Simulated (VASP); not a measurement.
A run of VASP 6.6.1:

The input INCAR:

```
SYSTEM = Al9H
  PREC = Accurate
  ENCUT = 520
  EDIFF = 1E-6
  ISMEAR = 0
  SIGMA = 0.1
  LREAL = .FALSE.
  LASPH = .TRUE.
  NELM = 100
  ALGO = Normal
  ISIF = 2
  LWAVE = .FALSE.
  LCHARG = .FALSE.
  LDIPOL = .TRUE.
  IDIPOL = 3
  DIPOL = 0.5 0.5 0.311
  GGA = PE
  NBANDS = 25
```

File KPOINTS:

```
Automatic mesh
0
G
  9 3 1
  0 0 0
```

The input POSCAR:

```
Al9H
1.0
    2.8543223330      0.0000000000      0.0000000000
   -1.4271611665      9.7033329366      0.0000000000
    0.0000000000      0.0000000000     21.7902708969
Al H
9 1
Direct
    0.5324485604      0.0648971207      0.1835681630
    0.6709687938      0.3419375876      0.2292758741
    0.2986728405      0.5973456810      0.2384174163
    0.9263768872      0.8527537744      0.2475589585
    0.0639738222      0.1277383808      0.2937147080
    0.1995905480      0.4042696935      0.3452583266
    0.8288544886      0.6597110299      0.3524478004
    0.4526361687      0.9111292155      0.3607640453
    0.5925232094      0.1814597089      0.4034034702
    1.0925232094      0.6814597089      0.4575560783
```

Potentials or basis: VASP PAW PBE potentials, release 64 (Al, H).

Command:

```sh
$ cat potpaw_PBE.64/Al/POTCAR potpaw_PBE.64/H/POTCAR > POTCAR
$ mpirun -np 1 vasp_std > vasp.out
```

Hardware: 1 thread of AMD EPYC 7R13 Processor (Zen 3), on a shared host.

Problem. Estimate the wall time of this run.

Solution. It took 6.1 min on 1 thread of AMD EPYC 7R13 Processor (Zen 3) (shared host), peak memory 0.7 GiB. Counts: scf iterations 25, k points 14.
